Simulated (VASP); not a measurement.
Write the native input for VASP 6.6.1 that does the following.

```yaml
Task: single point
Functional: PBEsol
Potentials_or_basis: VASP PAW PBE potentials, release 64 (Na_pv, H)
Cutoff: 520 eV
k_mesh: 11 × 11 × 11
Occupations: fermi-dirac, width 0.02 eV
Spin: no spin polarisation
Dipole_correction: no
Further_INCAR_settings: ALGO = Normal; EDIFF = 1e-06; NBANDS = 11
```

The structure of NaH lies in POSCAR:

```
NaH
1.0
    0.0000000000      2.3984440168      2.3625574486
    2.3984440168      0.0000000000      2.3625574486
    2.3984440168      2.3984440168      0.0000000000
Na H
1 1
Direct
    0.0000000000      0.0000000000      0.0000000000
    0.5000000000      0.5000000000      0.5000000000
```

This cell differs from its parent crystal: z stretched by -1 % at fixed volume.

One way to write it, as run:

INCAR

```
PREC = Accurate
ENCUT = 520
EDIFF = 1E-6
ISMEAR = -1
SIGMA = 0.02
LREAL = False
LASPH = True
NELM = 80
ALGO = Normal
ISIF = 2
LWAVE = False
LCHARG = False
GGA = PS
NBANDS = 11
```

KPOINTS

```
Automatic mesh
0
Gamma
  11 11 11
```

Potentials or basis: VASP PAW PBE potentials, release 64 (Na_pv, H).

The run is started by

```console
$ cat potpaw_PBE.64/Na_pv/POTCAR potpaw_PBE.64/H/POTCAR > POTCAR
$ mpirun -np 1 vasp_std > vasp.out
```

It gave:

* Pressure: 0.3 GPa
* Band gap on the k mesh: 3.82 eV, indirect (least direct gap 4.64 eV)

Caveat: the PAW data sets were made with another functional, which shifts forces and pressure a little.

It took 19 s on 1 thread of Intel(R) Xeon(R) Platinum 8559C (Emerald Rapids), on a shared host, peak memory 0.17 GiB.
